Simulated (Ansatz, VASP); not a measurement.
# One calculation of Cd, two programs

The input POSCAR:

```
Cd
1.0
    2.9509006248      0.0000000000      0.0000000000
   -1.4754503124      2.5555549051      0.0000000000
    0.0000000000      0.0000000000      5.8838547497
Cd
2
Direct
    0.3333333333      0.6666666667      0.2500000000
    0.6666666667      0.3333333333      0.7500000000
```

INCAR.step1

```
  PREC = Accurate
  ENCUT = 520
  ISMEAR = -1
  SIGMA = 0.1
  LREAL = F
  LASPH = T
  NELM = 80
  NBANDS = 19
  GGA = PE
  ALGO = Normal
  EDIFF = 1E-4
  LWAVE = T
  LCHARG = F
```

File INCAR.step2:

```
  PREC = Accurate
  ENCUT = 520
  EDIFF = 1E-6
  ISMEAR = -1
  SIGMA = 0.1
  LREAL = F
  LASPH = T
  NELM = 80
  ALGO = Normal
  ISIF = 2
  LWAVE = F
  LCHARG = T
  METAGGA = R2SCAN
  LMIXTAU = T
  LELF = T
  LVHAR = T
  NBANDS = 19
  ISTART = 1
```

File KPOINTS:

```
regular mesh
0
Gamma
  4 4 2
```

Input for Ansatz:

```yaml
crystal:
  lattice:
    - [2.9509006248, 0.0, 0.0]
    - [-1.4754503124, 2.5555549051, 0.0]
    - [0.0, 0.0, 5.8838547497]
  atoms:
    - { symbol: Cd, position: [0.3333333333, 0.6666666667, 0.25] }
    - { symbol: Cd, position: [0.6666666667, 0.3333333333, 0.75] }
hamiltonian:
  xc: r2scan
  pseudopotentials:
    kind: paw
    azcp:
      Cd: "pseudopotentials/Cd.paw.azcp"
basis:
  ecutwfc: 500
  fft_grid_basis: typed
kpoints:
  mp_grid: { grid: [4, 4, 2], shift: [0, 0, 0] }
magnetization:
  spin_polarized: false
scf:
  occupations: { method: fermi_dirac, width: 0.1 }
  lower_state_search: "off"
output:
  stress: true
  write_density: true
  write_potential: true
  elf: true
  volumetric_format: npy
```

Alike in both runs: task single point; functional r2SCAN; k mesh 4 × 4 × 2; occupations fermi-dirac, width 0.1 eV; no spin polarisation.

|  | VASP | Ansatz |
| --- | --- | --- |
| version | VASP 6.6.1 | Ansatz 0.2.0 |
| potentials or method | VASP PAW PBE potentials, release 64 (Cd), cutoff 520 eV | plane waves (500 eV) with PAW, scalar-relativistic |
| valence electrons in the cell | 24 | 40 |

VASP gave:

* pressure (GPa): -1.5
* traceless stress, the component that is largest in VASP (GPa): -3.98

Q: Which values does Ansatz return?

A: Pressure (GPa): -1.8; traceless stress, the component that is largest in VASP (GPa): -3.81.

VASP's potentials were made for PBE, not for r2SCAN. VASP's potentials hold 24 valence electrons a cell and Ansatz's 40, so a difference there can come from the potentials and not from the codes.

The k mesh is coarse, so the values compare programs but aren't converged.
